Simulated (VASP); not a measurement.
ZrN, 6 atoms in the cell. The cell holds a slab with vacuum, 6 atoms: a = 3.249 Å, b = 3.249 Å, c = 20.595 Å, α = 90.00°, β = 90.00°, γ = 90.00°. 

```yaml
Program: VASP 6.6.1
Task: relaxation of the atoms
Functional: PBE
Potentials_or_basis: VASP PAW PBE potentials, release 64 (Zr_sv, N)
Cutoff: 520 eV
k_mesh: 10 × 10 × 1
Occupations: fermi-dirac, width 0.05 eV
Spin: no spin polarisation
Dipole_correction: yes
Further_INCAR_settings: ALGO = Normal; EDIFF = 1e-07; NELMDL = -8; IBRION = 2; EDIFFG = -0.01; NSW = 32
```

Potentials or basis: VASP PAW PBE potentials, release 64 (Zr_sv, N).

Run with:

```console
$ cat potpaw_PBE.64/Zr_sv/POTCAR potpaw_PBE.64/N/POTCAR > POTCAR
$ mpirun -np 4 vasp_std > vasp.out
```

Hardware: 4 MPI ranks on Intel(R) Xeon(R) Platinum 8259CL CPU @ 2.50GHz (Skylake/Cascade Lake), with other jobs on the host.

How long does it take, and how much memory?

Run time: 3.6 min on 4 MPI ranks on Intel(R) Xeon(R) Platinum 8259CL CPU @ 2.50GHz (Skylake/Cascade Lake) (shared host), peak memory 0.36 GiB a rank. Counts: scf iterations 51, k points 21, ion steps 5.
